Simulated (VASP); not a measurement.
Here is a VASP 6.6.1 calculation.

File INCAR:

```
SYSTEM = Ca3S
ALGO     = Normal         ! electronic algorithm
EDIFF    = 1E-6           ! SCF threshold, eV
ENCUT    = 520            ! plane-wave cutoff, eV
GGA      = PE             ! functional
ISIF     = 2              ! what is computed and relaxed
ISMEAR   = 0              ! smearing method
LASPH    = .TRUE.         ! aspherical terms in the spheres
LCHARG   = .FALSE.        ! write CHGCAR
LREAL    = .FALSE.        ! projectors in reciprocal space
LWAVE    = .FALSE.        ! write WAVECAR
NBANDS   = 26             ! bands
NELM     = 60             ! most SCF steps
PREC     = Accurate       ! precision mode
SIGMA    = 0.1            ! smearing width, eV
```

KPOINTS

```
k-points
0
G
  6 6 2
  0 0 0
```

The input POSCAR:

```
Ca3S
1.0
    3.9027314694      0.0000000035      0.0000000000
   -1.9513657377      3.3798645949      0.0000000000
    0.0000000000      0.0000000000     10.0626752991
Ca S
3 1
Direct
    0.6666666667      0.3333333333      0.5000000000
    0.3333333333      0.6666666667      0.1754154222
    0.3333333333      0.6666666667      0.8245845778
    0.6666666667      0.3333333333      0.0000000000
```

Potentials or basis: VASP PAW PBE potentials, release 64 (Ca_sv, S).

The run is started by

```bash
$ cat potpaw_PBE.64/Ca_sv/POTCAR potpaw_PBE.64/S/POTCAR > POTCAR
$ mpirun -np 1 vasp_std > vasp.out
```

Task: Predict the pressure.

Result: 0.1 GPa.

Task: What does it give for the band gap on the k mesh?

Result: Zero (band 18 reaches 3.17 eV, above the bottom of band 19 at 2.47 eV).

Forces in eV/Å, atoms in the order of the input:
```
Ca   0.000  0.000  0.000
Ca   0.000  0.000  0.016
Ca   0.000  0.000 -0.016
S    0.000  0.000  0.000
```
